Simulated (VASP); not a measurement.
Input of a VASP 6.6.1 run:

POSCAR

```
SiC
1.0
    0.0000000000      2.1562718275      2.1562718275
    2.1562718275      0.0000000000      2.1562718275
    2.1562718275      2.1562718275      0.0000000000
Si C
1 1
Direct
    0.0000000000      0.0000000000      0.0000000000
    0.2500000000      0.2500000000      0.2500000000
```

INCAR.step1

```
SYSTEM = SiC
PREC = Accurate
ENCUT = 520
EDIFF = 1E-5
ISMEAR = 0
SIGMA = 0.01
LREAL = .False.
LASPH = .True.
NELM = 60
ALGO = Normal
ISIF = 2
LWAVE = .True.
LCHARG = .False.
NBANDS = 11
GGA = PE
```

File INCAR.step2:

```
SYSTEM = SiC
PREC = Accurate
ENCUT = 520
EDIFF = 1E-7
ISMEAR = 0
SIGMA = 0.01
LREAL = .False.
LASPH = .True.
NELM = 60
ALGO = Normal
ISIF = 2
LWAVE = .False.
LCHARG = .False.
GGA = PE
LHFCALC = .True.
HFSCREEN = 0.2079
PRECFOCK = Normal
NBANDS = 11
ISTART = 1
```

File KPOINTS:

```
Automatic mesh
0
Gamma
  8 8 8
  0 0 0
```

Potentials or basis: VASP PAW PBE potentials, release 64 (Si, C).

The run is started by

```console
$ cat potpaw_PBE.64/Si/POTCAR potpaw_PBE.64/C/POTCAR > POTCAR
$ cp INCAR.step1 INCAR
$ mpirun -np 1 vasp_std > vasp.out
$ cp INCAR.step2 INCAR
$ mpirun -np 1 vasp_std > vasp.out
```

Problem. Estimate the pressure.

Solution. 5.7 GPa.

Problem. Estimate the band gap on the k mesh.

Solution. 2.21 eV (least direct gap 5.77 eV).

Caveat: the cell differs from its parent crystal (strain -1.0%); the cell stands under pressure; the PAW data sets were made with another functional, which shifts forces and pressure a little. A k mesh can miss the band edges.
